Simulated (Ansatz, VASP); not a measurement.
**NaCl: VASP beside Ansatz**

```xyz
2
Lattice="2.9161 0.0000 0.0000 0.0000 2.9161 0.0000 0.0000 0.0000 2.9161" Properties=species:S:1:pos:R:3 pbc="T T T"
Na    0.0000    0.0000    0.0000
Cl    1.4580    1.4580    1.4580
```

Change from the starting cell: volume scaled by 1.06, crystal datasets.

Alike in both runs: task electric field gradients; functional PBE; k mesh 9 × 9 × 9; occupations fermi-dirac, width 0.03 eV; no spin polarisation.

|  | VASP | Ansatz |
| --- | --- | --- |
| version | VASP 6.6.1 | Ansatz 0.2.0 |
| potentials or method | VASP PAW PBE potentials, release 64 (Na_pv, Cl), cutoff 520 eV | all-electron PAW with datasets made for the crystal, scalar-relativistic |

|  | VASP | Ansatz | Ansatz less VASP |
| --- | --- | --- | --- |
| gap on the k mesh at the Fermi level (eV) | 4.96 | 4.92 | -0.044 |
| pressure (GPa) | 51.5 | 51.4 | -0.13 |

Both programs put the cell under a high pressure, so it lies far from rest at this level. Ansatz ran all-electron here, and VASP with PAW potentials.
